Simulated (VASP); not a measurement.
# HfN (I4mm) in VASP: further runs, part 2 of 2

VASP 6.6.1. Earlier steps stand in the parts before.

### Step 5. Single point, PBE (mode 5 frozen in at -0.097 Å, normal strain along y +0.0467)

The input, INCAR:

```
PREC = Accurate
ENCUT = 520
EDIFF = 1E-7
ISMEAR = 0
SIGMA = 0.15
LREAL = False
LASPH = True
NELM = 80
ALGO = Normal
ISIF = 2
LWAVE = False
LCHARG = False
GGA = PE
NBANDS = 14
```

The input, KPOINTS:

```
regular mesh
0
Gamma
  16 16 16
```

The input, POSCAR:

```
HfN
1.0
    0.0000000000      2.3800011571      2.2738140414
    2.2738140414      0.0000000000      2.2738140414
    2.2738140414      2.3800011571      0.0000000000
Hf N
1 1
Direct
    0.0016738745     -0.0016738745      0.0016738745
    0.4786701994      0.5213298006      0.4786701994
```

Potentials or basis: VASP PAW PBE potentials, release 64 (Hf_pv, N).

The run is started by

```
$ cat potpaw_PBE.64/Hf_pv/POTCAR potpaw_PBE.64/N/POTCAR > POTCAR
$ mpirun -np 1 vasp_std > vasp.out
```

OUTCAR:

```text
PREC = Accurate
   ENCUT = 520
   EDIFF = 1E-7
   ISMEAR = 0
   LREAL = False
   LASPH = True
   NELM = 80
   ISIF = 2
   GGA = PE

 ion  position               nearest neighbor table
   1  0.002  0.998  0.002-   2 2.27   2 2.28   2 2.28   2 2.28   2 2.28   2 2.49
   2  0.479  0.521  0.479-   1 2.27   1 2.28   1 2.28   1 2.28   1 2.28   1 2.49

  LATTYP: Found a body centered tetragonal cell.
 ALAT       =     3.2156586557
 C/A-ratio  =     1.4802573357

  Lattice vectors:

 A1 = (   0.0000000000,  -2.3800011571,   2.2738140414)
 A2 = (   0.0000000000,  -2.3800011571,  -2.2738140414)
 A3 = (   2.2738140414,   2.3800011571,   0.0000000000)

Analysis of symmetry for initial positions (statically):
=====================================================================
 Subroutine PRICEL returns:
 Original cell was already a primitive cell.

 Routine SETGRP: Setting up the symmetry group for a
 body centered tetragonal supercell.

 Subroutine GETGRP returns: Found  8 space group operations
 (whereof  8 operations were pure point group operations)
 out of a pool of 16 trial point group operations.

The static configuration has the point symmetry C_4v.

Analysis of symmetry for dynamics (positions and initial velocities):
=====================================================================
 Subroutine PRICEL returns:
 Original cell was already a primitive cell.

 Routine SETGRP: Setting up the symmetry group for a
 body centered tetragonal supercell.

 Subroutine GETGRP returns: Found  8 space group operations
 (whereof  8 operations were pure point group operations)
 out of a pool of 16 trial point group operations.

The dynamic configuration has the point symmetry C_4v.

 Subroutine INISYM returns: Found  8 space group operations
 (whereof  8 operations are pure point group operations),
 and found     1 'primitive' translations

----------------------------------------------------------------------------------------

                                     Primitive cell

  volume of cell :      24.6103

  direct lattice vectors                    reciprocal lattice vectors
     0.000000000  2.380001157  2.273814041    -0.219894851  0.210083931  0.219894851
     2.273814041  0.000000000  2.273814041     0.219894851 -0.210083931  0.219894851
     2.273814041  2.380001157  0.000000000     0.219894851  0.210083931 -0.219894851

  length of vectors
     3.291600796  3.215658656  3.291600796     0.375290220  0.375290220  0.375290220

  position of ions in fractional coordinates (direct lattice)
     0.001673874  0.998326126  0.001673874
     0.478670199  0.521329801  0.478670199

  ion indices of the primitive-cell ions
   primitive index   ion index
                 1           1
                 2           2

----------------------------------------------------------------------------------------

 KPOINTS: regular mesh

Automatic generation of k-mesh.
 Grid dimensions read from file:
 generate k-points for:   16   16   16

 Generating k-lattice:

  Cartesian coordinates                     Fractional coordinates (reciprocal lattice)
    -0.013743428  0.013130246  0.013743428     0.062500000  0.000000000  0.000000000
     0.013743428 -0.013130246  0.013743428     0.000000000  0.062500000  0.000000000
     0.013743428  0.013130246 -0.013743428     0.000000000  0.000000000  0.062500000

  Length of vectors
     0.023455639  0.023455639  0.023455639

  Shift w.r.t. Gamma in fractional coordinates (k-lattice)
     0.000000000  0.000000000  0.000000000

 Subroutine IBZKPT returns following result:
 ===========================================

 Found    349 irreducible k-points:

 Following reciprocal coordinates:
            Coordinates               Weight
  0.000000  0.000000  0.000000      1.000000
  0.062500  0.000000  0.000000      8.000000
  0.125000  0.000000  0.000000      8.000000
  0.187500  0.000000  0.000000      8.000000
  0.250000  0.000000  0.000000      8.000000
  0.312500  0.000000 -0.000000      8.000000
[... 16 lines left out ...]
 -0.125000  0.062500 -0.000000     16.000000
 -0.062500  0.062500 -0.000000      8.000000
 [... further k-points ...]
   k-points           NKPTS =    349   k-points in BZ     NKDIM =    349   number of bands    NBANDS=     14
   number of dos      NEDOS =    301   number of ions     NIONS =      2
   total plane-waves  NPLWV =  13824
   dimension x,y,z NGX =    24 NGY =   24 NGZ =   24
   dimension x,y,z NGXF=    48 NGYF=   48 NGZF=   48
   ions per type =               1   1
   NGX,Y,Z   is equivalent  to a cutoff of  12.12, 12.41, 12.12 a.u.
   NGXF,Y,Z  is equivalent  to a cutoff of  24.24, 24.82, 24.24 a.u.
 SYSTEM =  unknown system
   PREC   = accura    normal or accurate (medium, high low for compatibility)
   ISTART =      0    job   : 0-new  1-cont  2-samecut
   ICHARG =      2    charge: 1-file 2-atom 10-const
   ISPIN  =      1    spin polarized calculation?
   LNONCOLLINEAR =      F non collinear calculations
   LSORBIT =      F    spin-orbit coupling
   LASPH  =      T    aspherical Exc in radial PAW
   ENCUT  =  520.0 eV  38.22 Ry    6.18 a.u.   6.12  5.98  6.12*2*pi/ulx,y,z
   NELM   =     80;   NELMIN=  2; NELMDL= -5     # of ELM steps
   EDIFF  = 0.1E-06   stopping-criterion for ELM
   LREAL  =      F    real-space projection
   EDIFFG = 0.1E-05   stopping-criterion for IOM
   NSW    =      0    number of steps for IOM
   IBRION =     -1    ionic relax: 0-MD 1-quasi-New 2-CG
   NFREE  =      0    steps in history (QN), initial steepest desc. (CG)
   ISIF   =      2    stress and relaxation
   ISYM   =      2    0-nonsym 1-usesym 2-fastsym
   POTIM  = 0.5000    time-step for ionic-motion
   TEBEG  =    0.0;   TEEND  =   0.0 temperature during run
   PSTRESS=    0.0 pullay stress
   NELECT =      15.0000    total number of electrons
   NUPDOWN=      -1.0000    fix difference up-down
   EMIN   =  10.00;   EMAX   =-10.00  energy-range for DOS
   EFERMI =   0.00;   METHOD = LEGACY
   ISMEAR =     0;   SIGMA  =   0.15  broadening in eV -4-tet -1-fermi 0-gaus
   EFERMI_NEDOS =   21; number of points for ismear=-14 and -15
   IALGO  =     38    algorithm
   IMIX   =      4    mixing-type and parameters
     AMIX     =   0.40;   BMIX     =  1.00
     AMIX_MAG =   1.60;   BMIX_MAG =  1.00
  volume/ion in A,a.u.               =      12.31        83.04
  Fermi-wavevector in a.u.,A,eV,Ry     =   1.388032  2.623001 26.213442  1.926634
  Thomas-Fermi vector in A             =   2.512197
   LORBIT       =      0    0 simple, 1 ext, 2 COOP (PROOUT), +10 PAW based schemes
   GGA     = PE    functional components
   LHFCALC =     F    Hartree Fock is set to
   AEXX    =    0.0000 exact exchange contribution
   IVDW    =     0    specifies the selected vdW correction
   LEPSILON=     F    determine dielectric tensor
   LRPA    =     F    only Hartree local field effects (RPA)
 non-spin polarized calculation
 Gauss-broadening in eV      SIGMA  =   0.15
  energy-cutoff  :      520.00
  volume of cell :       24.61
 maximum number of plane-waves:       676
   NGX = 13   NGY = 11   NGZ = 13

 number of electron      14.9999999 magnetization

 Free energy of the ion-electron system (eV)
  ---------------------------------------------------
  ext. energy  EPLUGINS =         0.00000000
  ---------------------------------------------------
  free energy    TOTEN  =       -21.63423013 eV

  energy without entropy =      -21.62709237  energy(sigma->0) =      -21.63066125

 E-fermi :   7.8202     XC(G=0): -12.3849

 val. band max:        7.8129506083   @ k =   0.0625   0.0625   0.0000
 cond. band min:       7.8240789541   @ k =   0.3125  -0.4375   0.1250
 fundamental gap:      0.0111283458
 Fermi energy:         7.8201955604

 k-point     1 :       0.0000    0.0000    0.0000
  band No.  band energies     occupation
      1     -23.6278      2.00000
      2     -23.5505      2.00000
      3     -23.5505      2.00000
      4      -9.3208      2.00000
      5       4.5968      2.00000
      6       4.7794      2.00000
      7       4.7794      2.00000
      8       7.2021      2.00000
      9       7.8450      0.81485
     10       7.8450      0.81485
     11       8.5098      0.00000
     12       9.9542      0.00000
     13      10.0705      0.00000
     14      17.2166      0.00000
[... 375 lines left out ...]
 k-point    24 :      -0.0625    0.0625   -0.0000
  band No.  band energies     occupation
      1     -23.6757      2.00000
      2     -23.5757      2.00000
      3     -23.5704      2.00000
      4      -9.1241      2.00000
      5       3.6973      2.00000
      6       4.2563      2.00000
      7       4.4913      2.00000
      8       7.3559      1.99999
      9       7.9759      0.14220
     10       8.2095      0.00024
     11       9.3893      0.00000
     12      10.2140      0.00000
     13      10.9864      0.00000
     14      17.9337      0.00000

 [... further k-points ...]
[... 5 lines left out ...]
  --------------------------------------------------------------------------------------
  -------------------------------------------------------------------------------------
  Total       -1.0574679     -2.9522608     -1.0574679      0.0000000      0.0000000      0.0000000
  in kB      -68.8431454   -192.1977299    -68.8431454      0.0000000      0.0000000      0.0000000
  external PRESSURE =    -109.9613402 kB  Pullay stress =       0.0000000 kB

 VOLUME and BASIS-vectors are now :
 -----------------------------------------------------------------------------
  energy-cutoff  :      520.00
  volume of cell :       24.61
      direct lattice vectors                 reciprocal lattice vectors
     0.000000000  2.380001157  2.273814041    -0.219894851  0.210083931  0.219894851
     2.273814041  0.000000000  2.273814041     0.219894851 -0.210083931  0.219894851
     2.273814041  2.380001157  0.000000000     0.219894851  0.210083931 -0.219894851

 POSITION                                       TOTAL-FORCE (eV/Angst)
 -----------------------------------------------------------------------------------
      2.27381      0.00797      2.27381         0.000000     -0.649723      0.000000
      2.27381      2.27847      2.27381         0.000000      0.649723      0.000000
 -----------------------------------------------------------------------------------
    total drift:                                0.000000     -0.000002      0.000000

  FREE ENERGIE OF THE ION-ELECTRON SYSTEM (eV)
  ---------------------------------------------------
  free  energy   TOTEN  =       -21.6342301278 eV

  energy  without entropy=      -21.6270923691  energy(sigma->0) =      -21.63066125
```

stdout:

```text
POSCAR found type information on POSCAR HfN
 POSCAR found :  2 types and       2 ions
 scaLAPACK will be used
 LDA part: xc-table for (Slater+PW92), standard interpolation
 POSCAR, INCAR and KPOINTS ok, starting setup
 FFT: planning ... GRIDC
 FFT: planning ... GRID_SOFT
 FFT: planning ... GRID
 WAVECAR not read
 entering main loop
```

It took 43 s on 1 thread of Intel Xeon 6975P-C, shared host; peak memory 0.24 GiB.

What came out:

* Free energy: -21.6342 eV
* Pressure: -11.0 GPa
* Largest force: 0.650 eV/Å

Forces in eV/Å, atoms in the order of the input:
```
Hf   0.000 -0.650  0.000
N    0.000  0.650  0.000
```

Caveat: the cell differs from its parent crystal (mode 5 frozen in at -0.097 Å, normal strain along y +0.0467); spin-orbit coupling is left out, which moves the levels of the heavy elements.

### Step 6. Single point, PBE (mode 5 frozen in at -0.078 Å, normal strain along y +0.0467)

The input, INCAR:

```
SYSTEM = HfN
PREC = Accurate
ENCUT = 520
EDIFF = 1E-6
ISMEAR = 0
SIGMA = 0.15
LREAL = .False.
LASPH = .True.
NELM = 100
ALGO = Normal
ISIF = 2
LWAVE = .False.
LCHARG = .True.
GGA = PE
LELF = .True.
LVHAR = .True.
NBANDS = 14
```

The input, KPOINTS:

```
Automatic mesh
0
Gamma
  16 16 16
  0 0 0
```

The input, POSCAR:

```
HfN
1.0
    0.0000000000      2.3800011571      2.2738140414
    2.2738140414      0.0000000000      2.2738140414
    2.2738140414      2.3800011571      0.0000000000
Hf N
1 1
Direct
    0.0013390996     -0.0013390996      0.0013390996
    0.4829361596      0.5170638404      0.4829361596
```

Potentials or basis: VASP PAW PBE potentials, release 64 (Hf_pv, N).

The run is started by

```
$ cat potpaw_PBE.64/Hf_pv/POTCAR potpaw_PBE.64/N/POTCAR > POTCAR
$ mpirun -np 1 vasp_std > vasp.out
```

It took 50 s on 1 thread of Intel Xeon 6975P-C, shared host; peak memory 0.24 GiB.

It converged, with:

* Free energy: -21.6470 eV
* Pressure: -11.3 GPa
* Largest force: 0.518 eV/Å

Forces on the atoms (eV/Å):
```
Hf   0.000 -0.518  0.000
N    0.000  0.518  0.000
```

Stress tensor (GPa, compression positive):
```
 -6.84   0.00   0.00
  0.00 -20.33   0.00
  0.00   0.00  -6.84
```

Levels at points of the mesh, in eV from the Fermi level:
| k point | band 5 | band 6 | band 7 | band 8 | band 9 | band 10 | band 11 | band 12 |
| --- | --- | --- | --- | --- | --- | --- | --- | --- |
| (0.00, 0.00, 0.00) | -3.17 | -3.00 | -3.00 | -0.63 | -0.04 | -0.04 | 0.65 | 2.12 |
| (0.50, 0.00, 0.00) | -8.52 | -5.89 | -5.87 | 2.96 | 3.27 | 3.43 | 4.11 | 7.52 |
| (0.50, 0.50, 0.00) | -5.27 | -4.18 | -3.81 | -3.01 | 3.53 | 4.70 | 5.07 | 5.34 |
| (0.50, 0.00, 0.50) | -5.66 | -3.53 | -3.53 | -3.46 | 3.77 | 4.82 | 4.99 | 4.99 |

Caveat: the cell differs from its parent crystal (mode 5 frozen in at -0.078 Å, normal strain along y +0.0467); spin-orbit coupling is left out, which moves the levels of the heavy elements.
